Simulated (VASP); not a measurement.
## SnO: relaxation of cell and atoms with RPBE+D3(BJ)

SnO:

```xyz
4
Lattice="3.8137 0.0000 0.0000 0.0000 3.8137 0.0000 0.0000 0.0000 4.8869" Properties=species:S:1:pos:R:3 pbc="T T T"
Sn    1.9068    0.0000    3.7367
Sn    0.0000    1.9068    1.1503
O     0.0000    0.0000    0.0000
O     1.9068    1.9068    0.0000
```

| Item | Value |
| --- | --- |
| Program | VASP 6.6.1 |
| Task | relaxation of cell and atoms |
| Functional | RPBE |
| Dispersion | D3(BJ) |
| Potentials or basis | VASP PAW PBE potentials, release 64 (Sn_d, O) |
| Cutoff | 600 eV |
| k mesh | 7 × 7 × 6 |
| Occupations | fermi-dirac, width 0.05 eV |
| Spin | no spin polarisation |
| Dipole correction | no |
| Further INCAR settings | ALGO = Normal; EDIFF = 1e-06; IBRION = 2; EDIFFG = -0.01; NSW = 60; ISIF = 3 |

```yaml
Relaxed_volume: 14.07 Å³/atom
Relaxed_cell: a = 3.665 Å, b = 3.665 Å, c = 4.190 Å, α = 90.00°, β = 90.00°, γ = 90.00°
Space_group_after_relaxing_to_0.1_Å: P4/nmm (No. 129)
Energy_gained_by_relaxing: 158.4 meV/atom
Ionic_steps: 14
Pressure_after_relaxing: 0.0 GPa
Largest_force_after_relaxing: 0.004 eV/Å
Band_gap_on_the_k_mesh: zero (bands 20 and 21 overlap by 1.25 eV)
Dispersion_energy_per_atom: -1.391 eV
```

Forces on the atoms (eV/Å):
```
Sn   0.000  0.000 -0.004
Sn   0.000  0.000  0.004
O    0.000  0.000  0.000
O    0.000  0.000  0.000
```

The path:
```tsv
step	energy change (eV)	largest force (eV/Å)	pressure (GPa)	volume (Å³)
1	0.0000	0.3941	-6.85	71.08
2	-0.1750	1.9770	2.20	63.55
3	-0.1755	1.9059	1.77	63.84
4	-0.3253	1.6610	2.05	61.25
5	-0.5087	0.3692	7.64	53.90
6	-0.5197	0.8629	5.45	55.74
7	-0.5223	0.7103	6.08	55.13
8	-0.5915	0.5041	-2.29	57.31
9	-0.5938	0.3316	-1.14	56.97
10	-0.6206	0.0950	-0.80	56.90
11	-0.6308	0.1367	-0.36	56.80
12	-0.6309	0.1481	-0.38	56.79
13	-0.6325	0.0866	-0.20	56.58
14	-0.6334	0.0040	0.00	56.29
```

Final structure:
```
Sn O
1.0
     3.66518    0.00000    0.00000
     0.00000    3.66518    0.00000
     0.00000    0.00000    4.18999
Sn O
2 2
Direct
  0.50000 0.00000 0.71806
  0.00000 0.50000 0.28194
  0.00000 0.00000 0.00000
  0.50000 0.50000 0.00000
```

Levels at points of the mesh, in eV from the Fermi level:
```tsv
k point	band 18	band 19	band 20	band 21	band 22	band 23
(0.00, 0.00, 0.00)	-3.35	-3.35	0.30	3.51	3.87	3.87
(0.00, 0.00, 0.50)	-3.37	-2.43	-1.32	1.70	1.70	2.25
```

Run time: 20 min on 1 thread of Intel Xeon 8259CL (shared host), peak memory 0.25 GiB.

Caveat: the volume moved by over 15 % at a fixed basis, so the end points are rough; the dispersion term is far too large for a dense solid, which distorts pressure and volume; the PAW data sets were made with another functional, which shifts forces and pressure a little; spin-orbit coupling is left out, which moves the levels of the heavy elements.
